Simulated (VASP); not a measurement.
# Ta (Im-3m) in VASP: further runs

Ta is run at these levels: PBE; tasks: single point, relaxation of cell and atoms.

All numbers are computed with VASP 6.6.1; they aren't measurements. Logs are shortened: lines on timing, memory, paths and dates and some standing lists are left out, and cuts for length are marked.

## 1. The cell of the first run

The structure is cubic, space group Im-3m (No. 229). The conventional cell has a = 3.321 Å, b = 3.321 Å, c = 3.321 Å, α = 90.00°, β = 90.00°, γ = 90.00°. Ta (site symmetry m-3m) has 14 Ta at 2.88 to 3.32 Å within 3.8 Å.

## 2. Single point, PBE

File INCAR:

```
ALGO = Normal ; EDIFF = 1E-6
ENCUT = 520 ; GGA = PE
ISIF = 2 ; ISMEAR = 0
LASPH = T ; LCHARG = T
LELF = T ; LREAL = F
LVHAR = T ; LWAVE = F
NBANDS = 12 ; NELM = 100
PREC = Accurate ; SIGMA = 0.1
```

File KPOINTS:

```
k-points
0
Gamma
  16 16 16
```

File POSCAR:

```
Ta
1.0
   -1.6603706669      1.6603706669      1.6603706669
    1.6603706669     -1.6603706669      1.6603706669
    1.6603706669      1.6603706669     -1.6603706669
Ta
1
Direct
    0.0000000000      0.0000000000      0.0000000000
```

Potentials or basis: VASP PAW PBE potentials, release 64 (Ta_pv).

On the command line:

```console
$ cat potpaw_PBE.64/Ta_pv/POTCAR > POTCAR
$ mpirun -np 1 vasp_std > vasp.out
```

OUTCAR:

```text
EDIFF = 1E-6
   ENCUT = 520
   GGA = PE
   ISIF = 2
   ISMEAR = 0
   LASPH = T
   LREAL = F
   NELM = 100
   PREC = Accurate

 ion  position               nearest neighbor table
   1  0.000  0.000  0.000-

  LATTYP: Found a body centered cubic cell.
 ALAT       =     3.3207413338

  Lattice vectors:

 A1 = (  -1.6603706669,   1.6603706669,   1.6603706669)
 A2 = (   1.6603706669,  -1.6603706669,   1.6603706669)
 A3 = (   1.6603706669,   1.6603706669,  -1.6603706669)

Analysis of symmetry for initial positions (statically):
=====================================================================
 Subroutine PRICEL returns:
 Original cell was already a primitive cell.

 Routine SETGRP: Setting up the symmetry group for a
 body centered cubic supercell.

 Subroutine GETGRP returns: Found 48 space group operations
 (whereof 48 operations were pure point group operations)
 out of a pool of 48 trial point group operations.

The static configuration has the point symmetry O_h .

Analysis of symmetry for dynamics (positions and initial velocities):
=====================================================================
 Subroutine PRICEL returns:
 Original cell was already a primitive cell.

 Routine SETGRP: Setting up the symmetry group for a
 body centered cubic supercell.

 Subroutine GETGRP returns: Found 48 space group operations
 (whereof 48 operations were pure point group operations)
 out of a pool of 48 trial point group operations.

The dynamic configuration has the point symmetry O_h .

 Subroutine INISYM returns: Found 48 space group operations
 (whereof 48 operations are pure point group operations),
 and found     1 'primitive' translations

----------------------------------------------------------------------------------------

                                     Primitive cell

  volume of cell :      18.3094

  direct lattice vectors                    reciprocal lattice vectors
    -1.660370667  1.660370667  1.660370667     0.000000000  0.301137577  0.301137577
     1.660370667 -1.660370667  1.660370667     0.301137577  0.000000000  0.301137577
     1.660370667  1.660370667 -1.660370667     0.301137577  0.301137577  0.000000000

  length of vectors
     2.875846354  2.875846354  2.875846354     0.425872846  0.425872846  0.425872846

  position of ions in fractional coordinates (direct lattice)
     0.000000000  0.000000000  0.000000000

  ion indices of the primitive-cell ions
   primitive index   ion index
                 1           1

----------------------------------------------------------------------------------------

 KPOINTS: k-points

Automatic generation of k-mesh.
 Grid dimensions read from file:
 generate k-points for:   16   16   16

 Generating k-lattice:

  Cartesian coordinates                     Fractional coordinates (reciprocal lattice)
     0.000000000  0.018821099  0.018821099     0.062500000  0.000000000  0.000000000
     0.018821099  0.000000000  0.018821099     0.000000000  0.062500000  0.000000000
     0.018821099  0.018821099  0.000000000     0.000000000  0.000000000  0.062500000

  Length of vectors
     0.026617053  0.026617053  0.026617053

  Shift w.r.t. Gamma in fractional coordinates (k-lattice)
     0.000000000  0.000000000  0.000000000

 Subroutine IBZKPT returns following result:
 ===========================================

 Found    145 irreducible k-points:

 Following reciprocal coordinates:
            Coordinates               Weight
  0.000000  0.000000  0.000000      1.000000
  0.062500  0.000000  0.000000     12.000000
  0.125000  0.000000  0.000000     12.000000
  0.187500  0.000000  0.000000     12.000000
  0.250000  0.000000  0.000000     12.000000
  0.312500  0.000000  0.000000     12.000000
[... 16 lines left out ...]
  0.187500  0.187500  0.000000     24.000000
  0.250000  0.187500  0.000000     48.000000
 [... further k-points ...]
   k-points           NKPTS =    145   k-points in BZ     NKDIM =    145   number of bands    NBANDS=     12
   number of dos      NEDOS =    301   number of ions     NIONS =      1
   total plane-waves  NPLWV =  13824
   dimension x,y,z NGX =    24 NGY =   24 NGZ =   24
   dimension x,y,z NGXF=    48 NGYF=   48 NGZF=   48
   ions per type =               1
   NGX,Y,Z   is equivalent  to a cutoff of  13.87, 13.87, 13.87 a.u.
   NGXF,Y,Z  is equivalent  to a cutoff of  27.75, 27.75, 27.75 a.u.
 SYSTEM =  unknown system
   PREC   = accura    normal or accurate (medium, high low for compatibility)
   ISTART =      0    job   : 0-new  1-cont  2-samecut
   ICHARG =      2    charge: 1-file 2-atom 10-const
   ISPIN  =      1    spin polarized calculation?
   LNONCOLLINEAR =      F non collinear calculations
   LSORBIT =      F    spin-orbit coupling
   LASPH  =      T    aspherical Exc in radial PAW
   ENCUT  =  520.0 eV  38.22 Ry    6.18 a.u.   5.35  5.35  5.35*2*pi/ulx,y,z
   NELM   =    100;   NELMIN=  2; NELMDL= -5     # of ELM steps
   EDIFF  = 0.1E-05   stopping-criterion for ELM
   LREAL  =      F    real-space projection
   EDIFFG = 0.1E-04   stopping-criterion for IOM
   NSW    =      0    number of steps for IOM
   IBRION =     -1    ionic relax: 0-MD 1-quasi-New 2-CG
   NFREE  =      0    steps in history (QN), initial steepest desc. (CG)
   ISIF   =      2    stress and relaxation
   ISYM   =      2    0-nonsym 1-usesym 2-fastsym
   POTIM  = 0.5000    time-step for ionic-motion
   TEBEG  =    0.0;   TEEND  =   0.0 temperature during run
   PSTRESS=    0.0 pullay stress
   NELECT =      11.0000    total number of electrons
   NUPDOWN=      -1.0000    fix difference up-down
   EMIN   =  10.00;   EMAX   =-10.00  energy-range for DOS
   EFERMI =   0.00;   METHOD = LEGACY
   ISMEAR =     0;   SIGMA  =   0.10  broadening in eV -4-tet -1-fermi 0-gaus
   EFERMI_NEDOS =   21; number of points for ismear=-14 and -15
   IALGO  =     38    algorithm
   IMIX   =      4    mixing-type and parameters
     AMIX     =   0.40;   BMIX     =  1.00
     AMIX_MAG =   1.60;   BMIX_MAG =  1.00
  volume/ion in A,a.u.               =      18.31       123.56
  Fermi-wavevector in a.u.,A,eV,Ry     =   1.381383  2.610435 25.962884  1.908218
  Thomas-Fermi vector in A             =   2.506172
   LORBIT       =      0    0 simple, 1 ext, 2 COOP (PROOUT), +10 PAW based schemes
   GGA     = PE    functional components
   LHFCALC =     F    Hartree Fock is set to
   AEXX    =    0.0000 exact exchange contribution
   IVDW    =     0    specifies the selected vdW correction
   LEPSILON=     F    determine dielectric tensor
   LRPA    =     F    only Hartree local field effects (RPA)
 non-spin polarized calculation
 Gauss-broadening in eV      SIGMA  =   0.10
  energy-cutoff  :      520.00
  volume of cell :       18.31
 maximum number of plane-waves:       531
 NGX is ok and might be reduce to    24
   NGX = 11   NGY = 11   NGZ = 11

 number of electron      11.0000000 magnetization

 Free energy of the ion-electron system (eV)
  ---------------------------------------------------
  ext. energy  EPLUGINS =         0.00000000
  ---------------------------------------------------
  free energy    TOTEN  =       -11.81310124 eV

  energy without entropy =      -11.80494493  energy(sigma->0) =      -11.80902308

 E-fermi :   5.3371     XC(G=0): -12.5355

 val. band max:        5.3134933870   @ k =   0.3125   0.0625   0.0625
 cond. band min:       5.3387852872   @ k =  -0.1875   0.2500   0.1250
 fundamental gap:      0.0252919002
 Fermi energy:         5.3371187327

 k-point     1 :       0.0000    0.0000    0.0000
  band No.  band energies     occupation
      1     -27.7895      2.00000
      2     -27.7895      2.00000
      3     -27.7895      2.00000
      4      -2.4987      2.00000
      5       6.0848      0.00000
      6       6.0848      0.00000
      7       6.0848      0.00000
      8       9.3004      0.00000
      9       9.3004      0.00000
     10      19.9850      0.00000
     11      20.2884      0.00000
     12      20.2884      0.00000

 k-point     2 :       0.0625    0.0000    0.0000
  band No.  band energies     occupation
      1     -27.8354      2.00000
      2     -27.8037      2.00000
      3     -27.7897      2.00000
      4      -2.3274      2.00000
      5       5.9736      0.00000
      6       6.0526      0.00000
      7       6.2523      0.00000
      8       9.1212      0.00000
      9       9.3010      0.00000
     10      19.9857      0.00000
     11      20.4418      0.00000
     12      20.5893      0.00000

 k-point     3 :       0.1250    0.0000    0.0000
  band No.  band energies     occupation
      1     -27.9644      2.00000
      2     -27.8439      2.00000
      3     -27.7904      2.00000
      4      -1.8354      2.00000
      5       5.6736      0.00000
      6       5.9093      0.00000
      7       6.7481      0.00000
      8       8.7804      0.00000
      9       9.3140      0.00000
     10      19.9846      0.00000
     11      20.8005      0.00000
     12      21.4550      0.00000
[... 286 lines left out ...]
 k-point    23 :       0.1875    0.1875    0.0000
  band No.  band energies     occupation
      1     -28.5540      2.00000
      2     -28.0585      2.00000
      3     -27.8707      2.00000
      4       1.0038      2.00000
      5       4.3944      2.00000
      6       4.7422      2.00000
      7       8.4094      0.00000
      8      10.0418      0.00000
      9      10.5535      0.00000
     10      19.3339      0.00000
     11      19.9986      0.00000
     12      21.7687      0.00000

 k-point    24 :       0.2500    0.1875    0.0000
  band No.  band energies     occupation
      1     -28.6641      2.00000
      2     -28.1517      2.00000
      3     -27.8853      2.00000
      4       1.6838      2.00000
      5       4.1307      2.00000
      6       4.7577      2.00000
      7       8.6565      0.00000
      8      10.1156      0.00000
      9      11.9627      0.00000
     10      17.9559      0.00000
     11      19.9902      0.00000
     12      20.7258      0.00000

 [... further k-points ...]

------------------------ aborting loop because EDIFF is reached ----------------------------------------

  FORCE on cell =-STRESS in cart. coord.  units (eV):
  Direction    XX          YY          ZZ          XY          YZ          ZX
  --------------------------------------------------------------------------------------
  -------------------------------------------------------------------------------------
  Total        0.0108700      0.0108700      0.0108700     -0.0000000     -0.0000000      0.0000000
  in kB        0.9511845      0.9511845      0.9511845     -0.0000000     -0.0000000      0.0000000
  external PRESSURE =       0.9511845 kB  Pullay stress =       0.0000000 kB

 VOLUME and BASIS-vectors are now :
 -----------------------------------------------------------------------------
  energy-cutoff  :      520.00
  volume of cell :       18.31
      direct lattice vectors                 reciprocal lattice vectors
    -1.660370667  1.660370667  1.660370667     0.000000000  0.301137577  0.301137577
     1.660370667 -1.660370667  1.660370667     0.301137577  0.000000000  0.301137577
     1.660370667  1.660370667 -1.660370667     0.301137577  0.301137577  0.000000000

 POSITION                                       TOTAL-FORCE (eV/Angst)
 -----------------------------------------------------------------------------------
      0.00000      0.00000      0.00000        -0.000000      0.000000     -0.000000
 -----------------------------------------------------------------------------------
    total drift:                               -0.000000      0.000000     -0.000000

  FREE ENERGIE OF THE ION-ELECTRON SYSTEM (eV)
  ---------------------------------------------------
  free  energy   TOTEN  =       -11.8131012397 eV

  energy  without entropy=      -11.8049449277  energy(sigma->0) =      -11.80902308
```

Run time: 30 s. Hardware: 1 thread of Intel Xeon 8259CL, shared host; peak memory 0.16 GiB.

Results:

| Property | Result |
| --- | --- |
| Free energy | -11.8131 eV |
| Pressure | 0.1 GPa |

Levels at points of the mesh, in eV from the Fermi level:
| k point | band 1 | band 2 | band 3 | band 4 | band 5 | band 6 | band 7 | band 8 | band 9 | band 10 |
| --- | --- | --- | --- | --- | --- | --- | --- | --- | --- | --- |
| (0.00, 0.00, 0.00) | -33.13 | -33.13 | -33.13 | -7.84 | 0.75 | 0.75 | 0.75 | 3.96 | 3.96 | 14.65 |
| (0.50, 0.00, 0.00) | -34.24 | -33.49 | -33.13 | -4.29 | -1.48 | 1.53 | 3.83 | 4.84 | 7.65 | 11.48 |
| (0.50, 0.50, 0.50) | -33.90 | -33.90 | -33.90 | -3.69 | -3.69 | 6.71 | 6.71 | 6.71 | 8.52 | 8.52 |

Caveat: spin-orbit coupling is left out, which moves the levels of the heavy elements.

## 3. Relaxation of cell and atoms, PBE

This run uses another cell than the first one, of 18.13 Å³/atom, 0.990 times its volume.

File INCAR:

```
ALGO     = Fast           # electronic algorithm
EDIFF    = 1E-6           # SCF threshold, eV
EDIFFG   = -0.005         # ionic threshold
ENCUT    = 600            # plane-wave cutoff, eV
GGA      = PE             # functional
IBRION   = 2              # ionic algorithm
ISIF     = 3              # what is computed and relaxed
ISMEAR   = 0              # smearing method
LASPH    = T              # aspherical terms in the spheres
LCHARG   = F              # write CHGCAR
LREAL    = F              # projectors in reciprocal space
LWAVE    = F              # write WAVECAR
NELM     = 100            # most SCF steps
NSW      = 80             # ionic steps
PREC     = Accurate       # precision mode
SIGMA    = 0.1            # smearing width, eV
```

KPOINTS is that of step 2.

File POSCAR:

```
Ta
1.0
   -1.6550000000      1.6550000000      1.6550000000
    1.6550000000     -1.6550000000      1.6550000000
    1.6550000000      1.6550000000     -1.6550000000
Ta
1
Direct
    0.0000000000      0.0000000000      0.0000000000
```

Potentials or basis: VASP PAW PBE potentials, release 64 (Ta_pv).

On the command line:

```console
$ cat potpaw_PBE.64/Ta_pv/POTCAR > POTCAR
$ mpirun -np 1 vasp_std > vasp.out
```

Wall time 72 s (1 thread of Intel Xeon 8259CL, shared host); peak memory 0.17 GiB.

It converged, with:

```
Free energy                            : -11.8133 eV
Relaxed volume                         : 18.32 Å³/atom
Relaxed cell                           : a = 2.877 Å, b = 2.877 Å, c = 2.877 Å, α = 109.47°, β = 109.47°, γ = 109.47°
Space group after relaxing (to 0.05 Å) : Im-3m (No. 229)
Energy gained by relaxing              : 1.2 meV/atom
Ionic steps                            : 3
Pressure after relaxing                : 0.0 GPa
```

The path:
| step | energy change (eV) | largest force (eV/Å) | pressure (GPa) | volume (Å³) |
| --- | --- | --- | --- | --- |
| 1 | 0.0000 | 0.0000 | 2.03 | 18.13 |
| 2 | 0.0045 | 0.0000 | -4.26 | 18.74 |
| 3 | -0.0012 | 0.0000 | 0.01 | 18.32 |

Final structure:
```xyz
1
Lattice="-1.6608 1.6608 1.6608 1.6608 -1.6608 1.6608 1.6608 1.6608 -1.6608" Properties=species:S:1:pos:R:3 pbc="T T T"
Ta    0.0000    0.0000    0.0000
```

Levels at points of the mesh, in eV from the Fermi level:
```
           k point  band 1  band 2  band 3  band 4  band 5  band 6  band 7  band 8  band 9
(0.00, 0.00, 0.00)  -33.13  -33.13  -33.13   -7.83    0.75    0.75    0.75    3.96    3.96
(0.50, 0.00, 0.00)  -34.24  -33.49  -33.14   -4.29   -1.48    1.53    3.83    4.84    7.64
(0.50, 0.50, 0.50)  -33.90  -33.90  -33.90   -3.69   -3.69    6.71    6.71    6.71    8.52
```

Caveat: spin-orbit coupling is left out, which moves the levels of the heavy elements.
